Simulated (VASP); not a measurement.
# Mo (I4mm) in VASP: further runs

Mo is run at these levels: PBEsol; tasks: single point.

Program: VASP 6.6.1. These are calculated values, not measurements. Logs are shortened: lines on timing, memory, paths and dates and some standing lists are left out, and cuts for length are marked.

## 1. The cell of the first run

Symmetry: I4mm, No. 107, tetragonal system. The conventional cell has a = 6.284 Å, b = 6.284 Å, c = 6.284 Å, α = 90.00°, β = 90.00°, γ = 90.00°. Within 3.5 Å of Mo (site symmetry 4mm) lie 14 Mo at 2.62 to 3.32 Å. Within 3.5 Å of Mo (site symmetry m) lie 14 Mo at 2.62 to 3.14 Å. Mo (site symmetry 4mm) has 14 Mo at 2.72 to 3.32 Å within 3.6 Å. Mo (site symmetry 2mm) has 14 Mo at 2.72 to 3.15 Å within 3.6 Å.

## 2. Single point, PBEsol (atom 1 (Mo) moved +0.180 Å along Cartesian [1 0 0])

File INCAR:

```
PREC     = Accurate       # precision mode
ENCUT    = 520            # plane-wave cutoff, eV
EDIFF    = 1E-7           # SCF threshold, eV
ISMEAR   = 0              # smearing method
SIGMA    = 0.15           # smearing width, eV
LREAL    = F              # projectors in reciprocal space
LASPH    = T              # aspherical terms in the spheres
NELM     = 60             # most SCF steps
ALGO     = Fast           # electronic algorithm
ISIF     = 2              # what is computed and relaxed
LWAVE    = F              # write WAVECAR
LCHARG   = F              # write CHGCAR
GGA      = PS             # functional
NBANDS   = 66             # bands
```

File KPOINTS:

```
Automatic mesh
0
Gamma
  12 12 12
```

File POSCAR:

```
Mo
1.0
   -3.1420000000     -3.1420000000      3.1420000000
   -3.1420000000      3.1420000000     -3.1420000000
    3.1420000000     -3.1420000000     -3.1420000000
Mo
8
Direct
    0.4713558243      0.4713558243      0.5000000000
    0.0000000000      0.5000000000      0.5000000000
    0.5000000000      0.0000000000      0.5000000000
    0.0000000000      0.0000000000      0.5000000000
    0.5000000000      0.5000000000      0.0000000000
    0.0000000000      0.5000000000      0.0000000000
    0.5000000000      0.0000000000      0.0000000000
    0.0000000000      0.0000000000      0.0000000000
```

Potentials or basis: VASP PAW PBE potentials, release 64 (Mo_sv).

The run is started by

```
> cat potpaw_PBE.64/Mo_sv/POTCAR > POTCAR
> mpirun -np 1 vasp_std > vasp.out
```

OUTCAR:

```text
PREC = Accurate
   ENCUT = 520
   EDIFF = 1E-7
   ISMEAR = 0
   LREAL = F
   LASPH = T
   NELM = 60
   ISIF = 2
   GGA = PS

 ion  position               nearest neighbor table
   1  0.471  0.471  0.500-   2 2.62   3 2.62   5 2.62   8 2.62   2 2.83   3 2.83   5 2.83   8 2.83
                             4 2.96   6 3.15   6 3.15   7 3.15   7 3.15   4 3.32
   2  0.000  0.500  0.500-   1 2.62   4 2.72   6 2.72   7 2.72   6 2.72   4 2.72   7 2.72   1 2.83
                             5 3.14   8 3.14   8 3.14   5 3.14   3 3.14   3 3.14
   3  0.500  0.000  0.500-   1 2.62   4 2.72   6 2.72   7 2.72   7 2.72   4 2.72   6 2.72   1 2.83
                             5 3.14   5 3.14   8 3.14   8 3.14   2 3.14   2 3.14
   4  0.000  0.000  0.500-   2 2.72   3 2.72   5 2.72   8 2.72   8 2.72   2 2.72   3 2.72   5 2.72
                             1 2.96   6 3.14   7 3.14   7 3.14   6 3.14   1 3.32
   5  0.500  0.500  0.000-   1 2.62   6 2.72   7 2.72   4 2.72   7 2.72   6 2.72   4 2.72   1 2.83
                             2 3.14   3 3.14   8 3.14   2 3.14   8 3.14   3 3.14
   6  0.000  0.500  0.000-   2 2.72   3 2.72   5 2.72   8 2.72   2 2.72   8 2.72   5 2.72   3 2.72
                             4 3.14   7 3.14   7 3.14   4 3.14   1 3.15   1 3.15
   7  0.500  0.000  0.000-   2 2.72   3 2.72   5 2.72   8 2.72   3 2.72   5 2.72   8 2.72   2 2.72
                             6 3.14   4 3.14   6 3.14   4 3.14   1 3.15   1 3.15
   8  0.000  0.000  0.000-   1 2.62   4 2.72   6 2.72   7 2.72   4 2.72   6 2.72   7 2.72   1 2.83
                             3 3.14   2 3.14   2 3.14   3 3.14   5 3.14   5 3.14

  LATTYP: Found a body centered cubic cell.
 ALAT       =     6.2840000000

  Lattice vectors:

 A1 = (  -3.1420000000,  -3.1420000000,   3.1420000000)
 A2 = (  -3.1420000000,   3.1420000000,  -3.1420000000)
 A3 = (   3.1420000000,  -3.1420000000,  -3.1420000000)

Analysis of symmetry for initial positions (statically):
=====================================================================
 Subroutine PRICEL returns:
 Original cell was already a primitive cell.

 Routine SETGRP: Setting up the symmetry group for a
 body centered cubic supercell.

 Subroutine GETGRP returns: Found  8 space group operations
 (whereof  2 operations were pure point group operations)
 out of a pool of 48 trial point group operations.

The static configuration has the point symmetry C_1h.
 The point group associated with its full space group is C_4v.

Analysis of symmetry for dynamics (positions and initial velocities):
=====================================================================
 Subroutine PRICEL returns:
 Original cell was already a primitive cell.

 Routine SETGRP: Setting up the symmetry group for a
 body centered cubic supercell.

[... 129 lines left out ...]
   NUPDOWN=      -1.0000    fix difference up-down
   EMIN   =  10.00;   EMAX   =-10.00  energy-range for DOS
   EFERMI =   0.00;   METHOD = LEGACY
   ISMEAR =     0;   SIGMA  =   0.15  broadening in eV -4-tet -1-fermi 0-gaus
   EFERMI_NEDOS =   21; number of points for ismear=-14 and -15
   IALGO  =     68    algorithm
   IMIX   =      4    mixing-type and parameters
     AMIX     =   0.40;   BMIX     =  1.00
     AMIX_MAG =   1.60;   BMIX_MAG =  1.00
  volume/ion in A,a.u.               =      15.51       104.66
  Fermi-wavevector in a.u.,A,eV,Ry     =   1.582176  2.989878 34.059184  2.503279
  Thomas-Fermi vector in A             =   2.682139
   LORBIT       =      0    0 simple, 1 ext, 2 COOP (PROOUT), +10 PAW based schemes
   GGA     = PS    functional components
   LHFCALC =     F    Hartree Fock is set to
   AEXX    =    0.0000 exact exchange contribution
   IVDW    =     0    specifies the selected vdW correction
   LEPSILON=     F    determine dielectric tensor
   LRPA    =     F    only Hartree local field effects (RPA)
 non-spin polarized calculation
 RMM-DIIS sequential band-by-band and
 Gauss-broadening in eV      SIGMA  =   0.15
  energy-cutoff  :      520.00
  volume of cell :      124.07
 maximum number of plane-waves:      3370
   NGX = 21   NGY = 21   NGZ = 21

 number of electron     112.0000001 magnetization

 Free energy of the ion-electron system (eV)
  ---------------------------------------------------
  ext. energy  EPLUGINS =         0.00000000
  ---------------------------------------------------
  free energy    TOTEN  =       -94.03819975 eV

  energy without entropy =      -93.97892727  energy(sigma->0) =      -94.00856351

 E-fermi :  12.5918     XC(G=0): -13.5683

 val. band max:       12.5917408671   @ k =   0.0000   0.0000   0.2500
 cond. band min:      12.5939859104   @ k =   0.2500   0.1667   0.0000
 fundamental gap:      0.0022450433
 Fermi energy:        12.5918411098

 k-point     1 :       0.0000    0.0000    0.0000
  band No.  band energies     occupation
      1     -48.5996      2.00000
      2     -48.3327      2.00000
      3     -48.3240      2.00000
      4     -48.3155      2.00000
      5     -48.3155      2.00000
      6     -48.3154      2.00000
[... 1645 lines left out ...]
     65      14.2869      0.00000
     66      14.4506      0.00000

 [... further k-points ...]

------------------------ aborting loop because EDIFF is reached ----------------------------------------

  FORCE on cell =-STRESS in cart. coord.  units (eV):
  Direction    XX          YY          ZZ          XY          YZ          ZX
  --------------------------------------------------------------------------------------
  -------------------------------------------------------------------------------------
  Total       -0.7414712     -1.7316897     -1.7316897      0.0000000      0.0000000      0.0000000
  in kB       -9.5747252    -22.3615611    -22.3615611      0.0000000      0.0000000      0.0000000
  external PRESSURE =     -18.0992825 kB  Pullay stress =       0.0000000 kB

 VOLUME and BASIS-vectors are now :
 -----------------------------------------------------------------------------
  energy-cutoff  :      520.00
  volume of cell :      124.07
      direct lattice vectors                 reciprocal lattice vectors
    -3.142000000 -3.142000000  3.142000000    -0.159134309 -0.159134309  0.000000000
    -3.142000000  3.142000000 -3.142000000    -0.159134309  0.000000000 -0.159134309
     3.142000000 -3.142000000 -3.142000000     0.000000000 -0.159134309 -0.159134309

 POSITION                                       TOTAL-FORCE (eV/Angst)
 -----------------------------------------------------------------------------------
     -1.39100     -1.57100     -1.57100        -2.311510      0.000000     -0.000000
      0.00000      0.00000     -3.14200         0.239097      0.269079     -0.269079
      0.00000     -3.14200      0.00000         0.239097     -0.269079      0.269079
      1.57100     -1.57100     -1.57100         1.124490      0.000000     -0.000000
     -3.14200      0.00000      0.00000         0.239097     -0.269079     -0.269079
     -1.57100      1.57100     -1.57100         0.115316      0.000000     -0.000000
     -1.57100     -1.57100      1.57100         0.115316      0.000000     -0.000000
      0.00000      0.00000      0.00000         0.239097      0.269079      0.269079
 -----------------------------------------------------------------------------------
    total drift:                               -0.000099      0.000000      0.000000

  FREE ENERGIE OF THE ION-ELECTRON SYSTEM (eV)
  ---------------------------------------------------
  free  energy   TOTEN  =       -94.0381997478 eV

  energy  without entropy=      -93.9789272730  energy(sigma->0) =      -94.00856351
```

OSZICAR:

```text
N       E                     dE             d eps       ncg     rms          rms(c)
DAV:   1     0.144458827274E+04    0.14446E+04   -0.69009E+04 21540   0.180E+03
DAV:   2    -0.349934684741E+02   -0.14796E+04   -0.14409E+04 23110   0.572E+02
DAV:   3    -0.984636413986E+02   -0.63470E+02   -0.61170E+02 28734   0.104E+02
[... 11 lines left out ...]
RMM:  15    -0.940381976628E+02   -0.31126E-05   -0.33301E-05 29963   0.119E-02    0.256E-03
RMM:  16    -0.940381991310E+02   -0.14681E-05   -0.12542E-05 28352   0.671E-03    0.197E-03
RMM:  17    -0.940381995371E+02   -0.40609E-06   -0.37956E-06 21070   0.335E-03    0.298E-04
RMM:  18    -0.940381997158E+02   -0.17870E-06   -0.16422E-06 17403   0.156E-03    0.135E-04
RMM:  19    -0.940381997478E+02   -0.32076E-07   -0.53044E-07 16599   0.853E-04
   1 F= -.94038200E+02 E0= -.94008564E+02  d E =-.592725E-01
```

stdout:

```text
POSCAR found type information on POSCAR Mo
 POSCAR found :  1 types and       8 ions
 scaLAPACK will be used
 -----------------------------------------------------------------------------
|                                                                             |
|                                                                             |
|     You enforced a specific xc type in the INCAR file but a different       |
|     I HOPE YOU KNOW WHAT YOU ARE DOING!                                     |
|                                                                             |
 -----------------------------------------------------------------------------

 LDA part: xc-table for (Slater+PW92), standard interpolation
 POSCAR, INCAR and KPOINTS ok, starting setup
 FFT: planning ... GRIDC
 FFT: planning ... GRID_SOFT
 FFT: planning ... GRID
 WAVECAR not read
 entering main loop
```

It took 33 min on 1 thread of Oxide Virtual Turin-like, shared host; peak memory 0.83 GiB.

Results:

* Free energy: -94.0382 eV
* Pressure: -1.8 GPa
* Largest force: 2.312 eV/Å
* Band gap on the k mesh: zero (bands 56 and 57 overlap by 2.30 eV)

Forces in eV/Å, atoms in the order of the input:
```
Mo  -2.312  0.000  0.000
Mo   0.239  0.269 -0.269
Mo   0.239 -0.269  0.269
Mo   1.124  0.000  0.000
Mo   0.239 -0.269 -0.269
Mo   0.115  0.000  0.000
Mo   0.115  0.000  0.000
Mo   0.239  0.269  0.269
```

Stress tensor (GPa, compression positive):
```
-0.96  0.00  0.00
 0.00 -2.24  0.00
 0.00  0.00 -2.24
```

Levels at points of the mesh, in eV from the Fermi level:
| k point | band 53 | band 54 | band 55 | band 56 | band 57 | band 58 | band 59 | band 60 |
| --- | --- | --- | --- | --- | --- | --- | --- | --- |
| (0.00, 0.00, 0.00) | 1.52 | 1.52 | 1.60 | 1.63 | 1.63 | 1.66 | 1.68 | 1.68 |
| (0.50, 0.00, 0.00) | -1.64 | -1.34 | -0.96 | -0.64 | 0.19 | 0.33 | 0.89 | 1.02 |
| (0.00, 0.00, 0.50) | -1.60 | -1.59 | -0.75 | -0.74 | 0.22 | 0.30 | 1.02 | 1.11 |
| (0.50, 0.50, 0.50) | -0.79 | -0.63 | -0.63 | -0.63 | -0.63 | -0.62 | -0.62 | -0.60 |

Caveat: the cell differs from its parent crystal (atom 1 (Mo) moved +0.180 Å along Cartesian [1 0 0]); the PAW data sets were made with another functional, which shifts forces and pressure a little.

## 3. Single point, PBEsol (atom 1 (Mo) moved +0.160 Å along Cartesian [1 0 0])

File INCAR:

```
SYSTEM = Mo
PREC = Accurate
ENCUT = 520
EDIFF = 1E-6
ISMEAR = 0
SIGMA = 0.15
LREAL = .False.
LASPH = .True.
NELM = 60
ALGO = Fast
ISIF = 2
LWAVE = .False.
LCHARG = .True.
GGA = PS
LELF = .True.
LVHAR = .True.
NBANDS = 66
```

File KPOINTS:

```
Automatic mesh
0
Gamma
  12 12 12
  0 0 0
```

POSCAR: that of step 2 with these lines changed.

```diff
@@ -8,3 +8,3 @@
 Direct
-    0.4713558243      0.4713558243      0.5000000000
+    0.4745385105      0.4745385105      0.5000000000
     0.0000000000      0.5000000000      0.5000000000
```

Potentials or basis: VASP PAW PBE potentials, release 64 (Mo_sv).

The run is started by

```
> cat potpaw_PBE.64/Mo_sv/POTCAR > POTCAR
> mpirun -np 1 vasp_std > vasp.out
```

Run time: 42 min. Hardware: 1 thread of Oxide Virtual Turin-like, shared host; peak memory 0.83 GiB.

It converged, with:

```
Free energy            : -94.0817 eV
Pressure               : -2.0 GPa
Largest force          : 2.044 eV/Å
Band gap on the k mesh : zero (bands 56 and 57 overlap by 2.29 eV)
```

Forces in eV/Å, atoms in the order of the input:
```
Mo  -2.044  0.000  0.000
Mo   0.206  0.237 -0.237
Mo   0.206 -0.237  0.237
Mo   1.004  0.000  0.000
Mo   0.206 -0.237 -0.237
Mo   0.108  0.000  0.000
Mo   0.108  0.000  0.000
Mo   0.206  0.237  0.237
```

Stress tensor (GPa, compression positive):
```
-1.31  0.00  0.00
 0.00 -2.34  0.00
 0.00  0.00 -2.34
```

Levels at points of the mesh, in eV from the Fermi level:
```
           k point  band 54  band 55  band 56  band 57  band 58  band 59
(0.00, 0.00, 0.00)     1.53     1.60     1.63     1.63     1.66     1.67
(0.50, 0.00, 0.00)    -1.38    -0.94    -0.66     0.20     0.33     0.90
(0.00, 0.00, 0.50)    -1.60    -0.76    -0.75     0.23     0.29     1.03
(0.50, 0.50, 0.50)    -0.64    -0.64    -0.64    -0.63    -0.63    -0.63
```

Caveat: the cell differs from its parent crystal (atom 1 (Mo) moved +0.160 Å along Cartesian [1 0 0]); the PAW data sets were made with another functional, which shifts forces and pressure a little.
